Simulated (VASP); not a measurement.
Crystal: As2Se.

```
As Se
1.0
    -3.52942    3.52942    2.65357
     3.52942   -3.52942    2.65357
     3.52942    3.52942   -2.65357
As Se
4 2
Direct
  0.87500 0.12500 0.75000
  0.37500 0.12500 0.25000
  0.87500 0.62500 0.75000
  0.87500 0.12500 0.25000
  0.50000 0.50000 0.00000
  0.25000 0.75000 0.50000
```

- Program: VASP 6.6.1
- Task: relaxation of cell and atoms
- Functional: PBEsol
- Dispersion: D3(BJ)
- Potentials or basis: VASP PAW PBE potentials, release 64 (As, Se)
- Cutoff: 600 eV
- k mesh: 8 × 8 × 8
- Occupations: gaussian, width 0.1 eV
- Spin: no spin polarisation

At the start: pressure -5.9 GPa; volume 22.04 Å³/atom.

Question: How do energy, volume and symmetry change on relaxing?

Answer: Over 6 steps the energy falls by 34.9 meV/atom and the volume is 20.25 Å³/atom (-8.1 %); space group I4_1/amd (No. 141, to 0.1 Å) before and after.

Step by step:
| step | energy change (eV) | largest force (eV/Å) | pressure (GPa) | volume (Å³) |
| --- | --- | --- | --- | --- |
| 1 | 0.0000 | 0.0000 | -5.93 | 132.22 |
| 2 | -0.1401 | 0.0000 | 3.96 | 117.21 |
| 3 | -0.2009 | 0.0000 | -0.05 | 122.18 |
| 4 | -0.2063 | 0.0000 | -0.03 | 121.90 |
| 5 | -0.2092 | 0.0000 | 0.01 | 121.53 |
| 6 | -0.2092 | 0.0000 | 0.01 | 121.48 |

Final structure:
```
As Se
1.0
    -3.41143    3.41143    2.60953
     3.41143   -3.41143    2.60953
     3.41143    3.41143   -2.60953
As Se
4 2
Direct
  0.87500 0.12500 0.75000
  0.37500 0.12500 0.25000
  0.87500 0.62500 0.75000
  0.87500 0.12500 0.25000
  0.50000 0.50000 0.00000
  0.25000 0.75000 0.50000
```

Caveat: the PAW data sets were made with another functional, which shifts forces and pressure a little.
